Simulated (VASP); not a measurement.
# Pt (I4/mmm) in VASP: notebook

Runs on Pt. Level: LDA. Tasks: single point.

Everything below comes from runs of VASP 6.6.1. Logs are shortened: lines on timing, memory, paths and dates and some standing lists are left out, and cuts for length are marked.

**1. The cell of the first run**

Symmetry: I4/mmm, No. 139, tetragonal system. The conventional cell has a = 2.838 Å, b = 2.838 Å, c = 3.774 Å, α = 90.00°, β = 90.00°, γ = 90.00°. Within 3.6 Å of Pt (site symmetry 4/mmm) lie 12 Pt at 2.75 to 2.84 Å.

**2. Single point, LDA (15.20 Å³/atom)**

Contents of INCAR:

```
SYSTEM = Pt
ALGO = Normal
EDIFF = 1E-6
ENCUT = 520
GGA = CA
ISIF = 2
ISMEAR = 0
LASPH = .TRUE.
LCHARG = .FALSE.
LREAL = .FALSE.
LWAVE = .FALSE.
NBANDS = 11
NELM = 60
PREC = Accurate
SIGMA = 0.15
```

Contents of KPOINTS:

```
k-points
0
G
  22 22 22
  0 0 0
```

Contents of POSCAR:

```
Pt
1.0
    0.0000000000      2.0069960290      1.8867769668
    2.0069960290      0.0000000000      1.8867769668
    2.0069960290      2.0069960290      0.0000000000
Pt
1
Direct
    0.0000000000      0.0000000000      0.0000000000
```

Potentials or basis: VASP PAW LDA potentials, release 64 (Pt).

Run with:

```
cat potpaw_LDA.64/Pt/POTCAR > POTCAR
mpirun -np 1 vasp_std > vasp.out
```

OUTCAR:

```text
SYSTEM = Pt
   EDIFF = 1E-6
   ENCUT = 520
   GGA = CA
   ISIF = 2
   ISMEAR = 0
   LASPH = .TRUE.
   LREAL = .FALSE.
   NELM = 60
   PREC = Accurate

 ion  position               nearest neighbor table
   1  0.000  0.000  0.000-

  LATTYP: Found a body centered tetragonal cell.
 ALAT       =     2.8383210038
 C/A-ratio  =     1.3295021699

  Lattice vectors:

 A1 = (   0.0000000000,  -2.0069960290,  -1.8867769668)
 A2 = (   0.0000000000,   2.0069960290,  -1.8867769668)
 A3 = (   2.0069960290,   0.0000000000,   1.8867769668)

Analysis of symmetry for initial positions (statically):
=====================================================================
 Subroutine PRICEL returns:
 Original cell was already a primitive cell.

 Routine SETGRP: Setting up the symmetry group for a
 body centered tetragonal supercell.

 Subroutine GETGRP returns: Found 16 space group operations
 (whereof 16 operations were pure point group operations)
 out of a pool of 16 trial point group operations.

The static configuration has the point symmetry D_4h.

Analysis of symmetry for dynamics (positions and initial velocities):
=====================================================================
 Subroutine PRICEL returns:
 Original cell was already a primitive cell.

 Routine SETGRP: Setting up the symmetry group for a
 body centered tetragonal supercell.

 Subroutine GETGRP returns: Found 16 space group operations
 (whereof 16 operations were pure point group operations)
 out of a pool of 16 trial point group operations.

The dynamic configuration has the point symmetry D_4h.

 Subroutine INISYM returns: Found 16 space group operations
 (whereof 16 operations are pure point group operations),
 and found     1 'primitive' translations

----------------------------------------------------------------------------------------

                                     Primitive cell

  volume of cell :      15.2000

  direct lattice vectors                    reciprocal lattice vectors
     0.000000000  2.006996029  1.886776967    -0.249128545  0.249128545  0.265002175
     2.006996029  0.000000000  1.886776967     0.249128545 -0.249128545  0.265002175
     2.006996029  2.006996029  0.000000000     0.249128545  0.249128545 -0.265002175

  length of vectors
     2.754625271  2.754625271  2.838321004     0.440858499  0.440858499  0.440858499

  position of ions in fractional coordinates (direct lattice)
     0.000000000  0.000000000  0.000000000

  ion indices of the primitive-cell ions
   primitive index   ion index
                 1           1

----------------------------------------------------------------------------------------

 KPOINTS: k-points

Automatic generation of k-mesh.
 Grid dimensions read from file:
 generate k-points for:   22   22   22

 Generating k-lattice:

  Cartesian coordinates                     Fractional coordinates (reciprocal lattice)
    -0.011324025  0.011324025  0.012045553     0.045454545  0.000000000  0.000000000
     0.011324025 -0.011324025  0.012045553     0.000000000  0.045454545  0.000000000
     0.011324025  0.011324025 -0.012045553    -0.000000000 -0.000000000  0.045454545

  Length of vectors
     0.020039023  0.020039023  0.020039023

  Shift w.r.t. Gamma in fractional coordinates (k-lattice)
     0.000000000  0.000000000  0.000000000

 Subroutine IBZKPT returns following result:
 ===========================================

 Found    834 irreducible k-points:

 Following reciprocal coordinates:
            Coordinates               Weight
  0.000000  0.000000  0.000000      1.000000
  0.045455  0.000000  0.000000      8.000000
  0.090909  0.000000  0.000000      8.000000
  0.136364  0.000000  0.000000      8.000000
  0.181818  0.000000  0.000000      8.000000
  0.227273  0.000000  0.000000      8.000000
[... 16 lines left out ...]
  0.500000  0.045455  0.000000      8.000000
 -0.454545  0.045455  0.000000      8.000000
 [... further k-points ...]
   k-points           NKPTS =    834   k-points in BZ     NKDIM =    834   number of bands    NBANDS=     11
   number of dos      NEDOS =    301   number of ions     NIONS =      1
   total plane-waves  NPLWV =   9600
   dimension x,y,z NGX =    20 NGY =   20 NGZ =   24
   dimension x,y,z NGXF=    40 NGYF=   40 NGZF=   48
   ions per type =               1
   NGX,Y,Z   is equivalent  to a cutoff of  12.07, 12.07, 14.06 a.u.
   NGXF,Y,Z  is equivalent  to a cutoff of  24.14, 24.14, 28.11 a.u.
 SYSTEM =  Pt
   PREC   = accura    normal or accurate (medium, high low for compatibility)
   ISTART =      0    job   : 0-new  1-cont  2-samecut
   ICHARG =      2    charge: 1-file 2-atom 10-const
   ISPIN  =      1    spin polarized calculation?
   LNONCOLLINEAR =      F non collinear calculations
   LSORBIT =      F    spin-orbit coupling
   LASPH  =      T    aspherical Exc in radial PAW
   ENCUT  =  520.0 eV  38.22 Ry    6.18 a.u.   5.12  5.12  5.28*2*pi/ulx,y,z
[... 32 lines left out ...]
 non-spin polarized calculation
 Gauss-broadening in eV      SIGMA  =   0.15
  energy-cutoff  :      520.00
  volume of cell :       15.20
 maximum number of plane-waves:       429
   NGX = 11   NGY = 11   NGZ = 11

 number of electron      10.0000000 magnetization

 Free energy of the ion-electron system (eV)
  ---------------------------------------------------
  ext. energy  EPLUGINS =         0.00000000
  ---------------------------------------------------
  free energy    TOTEN  =        -7.49747189 eV

  energy without entropy =       -7.47723940  energy(sigma->0) =       -7.48735565

 E-fermi :  10.9634     XC(G=0): -13.6412

 val. band max:       10.9626260179   @ k =  -0.3636   0.4091   0.2273
 cond. band min:      10.9643072188   @ k =   0.5000   0.0455   0.2727
 fundamental gap:      0.0016812009
 Fermi energy:        10.9633552838

 k-point     1 :       0.0000    0.0000    0.0000
  band No.  band energies     occupation
      1       0.8293      2.00000
      2       7.0064      2.00000
      3       7.0064      2.00000
      4       7.7007      2.00000
      5       8.9509      2.00000
      6       9.7594      2.00000
      7      25.6962      0.00000
      8      29.9838      0.00000
      9      29.9838      0.00000
     10      31.6240      0.00000
     11      36.0301      0.00000

 k-point     2 :       0.0455    0.0000    0.0000
  band No.  band energies     occupation
      1       0.9124      2.00000
      2       6.9981      2.00000
      3       7.0395      2.00000
      4       7.7037      2.00000
      5       8.9393      2.00000
      6       9.7338      2.00000
      7      25.8256      0.00000
      8      29.7553      0.00000
      9      30.1096      0.00000
     10      31.5018      0.00000
     11      36.5572      0.00000

 k-point     3 :       0.0909    0.0000    0.0000
  band No.  band energies     occupation
      1       1.1570      2.00000
      2       6.9608      2.00000
      3       7.1281      2.00000
      4       7.7297      2.00000
      5       8.9173      2.00000
      6       9.6665      2.00000
      7      26.1897      0.00000
      8      28.9506      0.00000
      9      30.4798      0.00000
     10      31.6113      0.00000
     11      37.4531      0.00000

 k-point     4 :       0.1364    0.0000    0.0000
  band No.  band energies     occupation
      1       1.5467      2.00000
      2       6.8853      2.00000
      3       7.2375      2.00000
      4       7.7981      2.00000
      5       8.9249      2.00000
      6       9.5867      2.00000
      7      26.7058      0.00000
      8      27.7788      0.00000
      9      31.0736      0.00000
     10      32.1103      0.00000
     11      36.5851      0.00000
[... 239 lines left out ...]
 k-point    22 :       0.4545    0.0455    0.0000
  band No.  band energies     occupation
      1       3.7825      2.00000
      2       6.9133      2.00000
      3       7.5166      2.00000
      4       9.3888      2.00000
      5      11.1470      0.08330
      6      11.2224      0.01459
      7      17.5929      0.00000
      8      25.4133      0.00000
      9      29.2576      0.00000
     10      30.8593      0.00000
     11      37.9879      0.00000

 k-point    23 :       0.5000    0.0455    0.0000
  band No.  band energies     occupation
      1       3.7814      2.00000
      2       6.8744      2.00000
      3       7.4744      2.00000
      4       9.8113      2.00000
      5      11.2139      0.01818
      6      11.5786      0.00000
      7      16.8035      0.00000
      8      25.2670      0.00000
      9      29.1234      0.00000
     10      30.3893      0.00000
     11      38.5466      0.00000

 k-point    24 :      -0.4545    0.0455    0.0000
  band No.  band energies     occupation
      1       3.7815      2.00000
      2       6.8783      2.00000
      3       7.4775      2.00000
      4       9.7883      2.00000
      5      11.0956      0.21237
      6      11.4661      0.00000
      7      17.0477      0.00000
      8      25.3022      0.00000
      9      29.4046      0.00000
     10      30.2581      0.00000
     11      38.6464      0.00000

 [... further k-points ...]

------------------------ aborting loop because EDIFF is reached ----------------------------------------

  FORCE on cell =-STRESS in cart. coord.  units (eV):
  Direction    XX          YY          ZZ          XY          YZ          ZX
  --------------------------------------------------------------------------------------
  -------------------------------------------------------------------------------------
  Total       -0.8398552     -0.8398552     -0.3966077      0.0000000      0.0000000     -0.0000000
  in kB      -88.5261197    -88.5261197    -41.8049913      0.0000000      0.0000000     -0.0000000
  external PRESSURE =     -72.9524102 kB  Pullay stress =       0.0000000 kB

 VOLUME and BASIS-vectors are now :
 -----------------------------------------------------------------------------
  energy-cutoff  :      520.00
  volume of cell :       15.20
      direct lattice vectors                 reciprocal lattice vectors
     0.000000000  2.006996029  1.886776967    -0.249128545  0.249128545  0.265002175
     2.006996029  0.000000000  1.886776967     0.249128545 -0.249128545  0.265002175
     2.006996029  2.006996029  0.000000000     0.249128545  0.249128545 -0.265002175

 POSITION                                       TOTAL-FORCE (eV/Angst)
 -----------------------------------------------------------------------------------
      0.00000      0.00000      0.00000         0.000000     -0.000000      0.000000
 -----------------------------------------------------------------------------------
    total drift:                                0.000000     -0.000000      0.000000

  FREE ENERGIE OF THE ION-ELECTRON SYSTEM (eV)
  ---------------------------------------------------
  free  energy   TOTEN  =        -7.4974718937 eV

  energy  without entropy=       -7.4772393999  energy(sigma->0) =       -7.48735565
```

Wall time 1.8 min (1 thread of Intel Xeon 8259CL, shared host); peak memory 0.25 GiB.

Results:

| Property | Result |
| --- | --- |
| Free energy | -7.4975 eV |
| Pressure | -7.3 GPa |
| Band gap on the k mesh | zero (bands 5 and 6 overlap by 2.45 eV) |

Levels at points of the mesh, in eV from the Fermi level:
```
           k point  band 3  band 4  band 5  band 6  band 7  band 8
(0.00, 0.00, 0.00)   -3.96   -3.26   -2.01   -1.20   14.73   19.02
(0.50, 0.00, 0.00)   -3.42   -0.42   -0.12    0.25    5.82   14.15
(0.50, 0.50, 0.00)    0.03    0.52    0.52    2.63    9.87   10.61
(0.50, 0.00, 0.50)    0.01    0.21    0.75    1.42    8.30   11.53
```

Caveat: the cell stands under tension; spin-orbit coupling is left out, which moves the levels of the heavy elements.

**3. Single point, LDA (15.20 Å³/atom)**

Contents of INCAR:

```
SYSTEM = Pt
PREC     = Accurate       ! precision mode
ENCUT    = 520            ! plane-wave cutoff, eV
EDIFF    = 1E-6           ! SCF threshold, eV
ISMEAR   = 0              ! smearing method
SIGMA    = 0.15           ! smearing width, eV
LREAL    = .False.        ! projectors in reciprocal space
LASPH    = .True.         ! aspherical terms in the spheres
NELM     = 60             ! most SCF steps
ALGO     = Fast           ! electronic algorithm
ISIF     = 2              ! what is computed and relaxed
LWAVE    = .False.        ! write WAVECAR
LCHARG   = .False.        ! write CHGCAR
NBANDS   = 11             ! bands
```

Contents of KPOINTS:

```
regular mesh
0
Gamma
  22 22 22
  0 0 0
```

Contents of POSCAR:

```
Pt
1.0
    0.0000000000      2.0914092996      1.7375428461
    2.0914092996      0.0000000000      1.7375428461
    2.0914092996      2.0914092996      0.0000000000
Pt
1
Direct
    0.0000000000      0.0000000000      0.0000000000
```

Potentials or basis: VASP PAW LDA potentials, release 64 (Pt).

Run with:

```
cat potpaw_LDA.64/Pt/POTCAR > POTCAR
mpirun -np 1 vasp_std > vasp.out
```

Run time: 2.4 min. Hardware: 1 thread of Intel Xeon 8259CL, shared host; peak memory 0.24 GiB.

The run converged. Its results:

* Free energy: -7.4453 eV
* Pressure: -5.7 GPa
* Band gap on the k mesh: zero (bands 5 and 6 overlap by 2.65 eV)

Stress tensor (GPa, compression positive):
```
-8.26  0.00  0.00
 0.00 -8.26  0.00
 0.00  0.00 -0.70
```

Levels at points of the mesh, in eV from the Fermi level:
| k point | band 2 | band 3 | band 4 | band 5 | band 6 | band 7 | band 8 | band 9 |
| --- | --- | --- | --- | --- | --- | --- | --- | --- |
| (0.00, 0.00, 0.00) | -4.03 | -4.03 | -2.75 | -2.19 | -0.70 | 15.39 | 18.13 | 18.13 |
| (0.50, 0.00, 0.00) | -4.67 | -2.45 | -0.42 | -0.20 | 0.75 | 6.13 | 13.82 | 17.35 |
| (0.50, 0.50, 0.00) | -6.47 | 0.22 | 0.62 | 0.62 | 4.66 | 9.34 | 9.34 | 12.01 |
| (0.50, 0.00, 0.50) | -6.12 | -0.26 | -0.18 | 0.85 | 1.12 | 7.56 | 12.18 | 13.60 |

Caveat: the cell stands under tension; spin-orbit coupling is left out, which moves the levels of the heavy elements.

**4. Single point, LDA (13.87 Å³/atom)**

This run uses another cell than the first one, of 13.87 Å³/atom.

Contents of INCAR:

```
SYSTEM = Pt
PREC     = Accurate       ! precision mode
ENCUT    = 520            ! plane-wave cutoff, eV
EDIFF    = 1E-6           ! SCF threshold, eV
ISMEAR   = 0              ! smearing method
SIGMA    = 0.15           ! smearing width, eV
LREAL    = .FALSE.        ! projectors in reciprocal space
LASPH    = .TRUE.         ! aspherical terms in the spheres
NELM     = 100            ! most SCF steps
ALGO     = Normal         ! electronic algorithm
ISIF     = 2              ! what is computed and relaxed
LWAVE    = .FALSE.        ! write WAVECAR
LCHARG   = .TRUE.         ! write CHGCAR
LELF     = .TRUE.         ! ELF
LVHAR    = .TRUE.       
NBANDS   = 11             ! bands
```

Contents of KPOINTS:

```
regular mesh
0
G
  22 22 22
  0 0 0
```

Contents of POSCAR:

```
Pt
1.0
    0.0000000000      2.0286363302      1.6853910632
    2.0286363302      0.0000000000      1.6853910632
    2.0286363302      2.0286363302      0.0000000000
Pt
1
Direct
    0.0000000000      0.0000000000      0.0000000000
```

Run with:

```
cat potpaw_LDA.64/Pt/POTCAR > POTCAR
mpirun -np 1 vasp_std > vasp.out
```

Wall time 2.5 min (1 thread of Intel Xeon 8259CL, shared host); peak memory 0.24 GiB.

Results (log left out):

```yaml
Free_energy: -7.3732 eV
Pressure: 25.8 GPa
Band_gap_on_the_k_mesh: zero (bands 5 and 6 overlap by 3.12 eV)
```

Stress tensor (GPa, compression positive):
```
22.42  0.00  0.00
 0.00 22.42  0.00
 0.00  0.00 32.63
```

Levels at points of the mesh, in eV from the Fermi level:
| k point | band 1 | band 2 | band 3 | band 4 | band 5 | band 6 | band 7 | band 8 | band 9 | band 10 |
| --- | --- | --- | --- | --- | --- | --- | --- | --- | --- | --- |
| (0.00, 0.00, 0.00) | -11.04 | -4.64 | -4.64 | -3.17 | -2.57 | -0.81 | 15.15 | 18.13 | 18.13 | 24.48 |
| (0.50, 0.00, 0.00) | -8.08 | -5.40 | -2.85 | -0.54 | -0.47 | 0.91 | 6.94 | 13.66 | 18.11 | 22.14 |
| (0.50, 0.50, 0.00) | -7.72 | -7.49 | 0.28 | 0.75 | 0.75 | 4.71 | 9.60 | 9.60 | 13.36 | 20.18 |
| (0.50, 0.00, 0.50) | -7.98 | -7.05 | -0.28 | -0.19 | 0.62 | 1.34 | 8.52 | 12.26 | 14.21 | 23.55 |

Caveat: the cell stands under pressure; spin-orbit coupling is left out, which moves the levels of the heavy elements.

**5. Single point, LDA (14.32 Å³/atom)**

This run uses another cell than the first one, of 14.32 Å³/atom.

Contents of INCAR:

```
SYSTEM = Pt
PREC = Accurate ; ENCUT = 520
EDIFF = 1E-6 ; ISMEAR = 0
SIGMA = 0.15 ; LREAL = .FALSE.
LASPH = .TRUE. ; NELM = 60
ALGO = Fast ; ISIF = 2
LWAVE = .FALSE. ; LCHARG = .FALSE.
GGA = CA ; NBANDS = 11
```

Contents of KPOINTS:

```
Automatic mesh
0
G
  22 22 22
  0 0 0
```

Contents of POSCAR:

```
Pt
1.0
    0.0000000000      2.0081791476      1.7748287306
    2.0081791476      0.0000000000      1.7748287306
    2.0081791476      2.0081791476      0.0000000000
Pt
1
Direct
    0.0000000000      0.0000000000      0.0000000000
```

Run with:

```
cat potpaw_LDA.64/Pt/POTCAR > POTCAR
mpirun -np 1 vasp_std > vasp.out
```

Run time: 2.4 min. Hardware: 1 thread of Intel Xeon 8259CL, shared host; peak memory 0.25 GiB.

Results (log left out):

```
Free energy            : -7.4607 eV
Pressure               : 12.5 GPa
Band gap on the k mesh : zero (bands 5 and 6 overlap by 3.00 eV)
```

Stress tensor (GPa, compression positive):
```
 9.65  0.00  0.00
 0.00  9.65  0.00
 0.00  0.00 18.27
```

Levels at points of the mesh, in eV from the Fermi level:
| k point | band 3 | band 4 | band 5 | band 6 | band 7 | band 8 |
| --- | --- | --- | --- | --- | --- | --- |
| (0.00, 0.00, 0.00) | -4.44 | -3.02 | -2.63 | -0.98 | 14.81 | 18.61 |
| (0.50, 0.00, 0.00) | -3.27 | -0.56 | -0.30 | 0.56 | 6.45 | 13.87 |
| (0.50, 0.50, 0.00) | 0.12 | 0.65 | 0.65 | 3.58 | 10.13 | 10.13 |
| (0.50, 0.00, 0.50) | -0.08 | 0.01 | 0.97 | 1.08 | 8.54 | 11.92 |

Caveat: the cell stands under pressure; spin-orbit coupling is left out, which moves the levels of the heavy elements.

**6. Single point, LDA (14.32 Å³/atom)**

This run uses another cell than the first one, of 14.32 Å³/atom.

Contents of INCAR:

```
SYSTEM = Pt
ALGO = Fast
EDIFF = 1E-6
ENCUT = 520
ISIF = 2
ISMEAR = 0
LASPH = .True.
LCHARG = .False.
LREAL = .False.
LWAVE = .False.
NBANDS = 11
NELM = 100
PREC = Accurate
SIGMA = 0.15
```

Contents of KPOINTS:

```
k-points
0
Gamma
  22 22 22
  0 0 0
```

Contents of POSCAR:

```
Pt
1.0
    0.0000000000      2.0926829741      1.6343854028
    2.0926829741      0.0000000000      1.6343854028
    2.0926829741      2.0926829741      0.0000000000
Pt
1
Direct
    0.0000000000      0.0000000000      0.0000000000
```

Potentials or basis: VASP PAW LDA potentials, release 64 (Pt).

Run with:

```
cat potpaw_LDA.64/Pt/POTCAR > POTCAR
mpirun -np 1 vasp_std > vasp.out
```

Wall time 2.7 min (1 thread of Intel Xeon 8259CL, shared host); peak memory 0.24 GiB.

The run converged. Its results:

```yaml
Free_energy: -7.3946 eV
Pressure: 14.0 GPa
Band_gap_on_the_k_mesh: zero (bands 5 and 6 overlap by 2.41 eV)
```

Stress tensor (GPa, compression positive):
```
11.29  0.00  0.00
 0.00 11.29  0.00
 0.00  0.00 19.46
```

Levels at points of the mesh, in eV from the Fermi level:
```csv
k point,band 1,band 2,band 3,band 4,band 5,band 6,band 7,band 8,band 9,band 10
"(0.00, 0.00, 0.00)",-10.61,-4.33,-4.33,-3.41,-1.89,-0.75,15.82,17.70,17.70,26.05
"(0.50, 0.00, 0.00)",-7.65,-5.37,-2.12,-0.60,-0.27,1.09,6.87,13.55,17.42,23.08
"(0.50, 0.50, 0.00)",-7.22,-7.10,0.42,0.72,0.72,5.87,8.89,8.89,13.74,19.80
"(0.50, 0.00, 0.50)",-7.57,-6.38,-0.59,-0.38,0.42,1.34,7.82,12.59,15.00,24.36
```

Caveat: the cell stands under pressure; spin-orbit coupling is left out, which moves the levels of the heavy elements.

**7. The runs side by side**

```csv
cell,gap on the mesh (eV),pressure (GPa)
"a = 2.755, b = 2.755, c = 2.838 Å, angles 59.0, 59.0, 62.0°, 1 atom",none,-7.3
"a = 2.719, b = 2.719, c = 2.958 Å, angles 57.1, 57.1, 65.9°, 1 atom",none,-5.7
"a = 2.637, b = 2.637, c = 2.869 Å, angles 57.1, 57.1, 65.9°, 1 atom",none,25.8
"a = 2.680, b = 2.680, c = 2.840 Å, angles 58.0, 58.0, 64.0°, 1 atom",none,12.5
"a = 2.655, b = 2.655, c = 2.960 Å, angles 56.1, 56.1, 67.7°, 1 atom",none,14.0
```

Alike in all rows: task single point; level LDA; potentials or basis VASP PAW LDA potentials, release 64 (Pt); no spin polarisation; k mesh 22 × 22 × 22; cutoff (eV) 520; smearing gaussian 0.15 eV.

Caveats: spin-orbit coupling is left out, which moves the levels of the heavy elements; the cell stands under pressure (at least some runs); the cell stands under tension (at least some runs).

Total energies depend on the potentials used, so only differences within one code and one set of settings carry meaning.
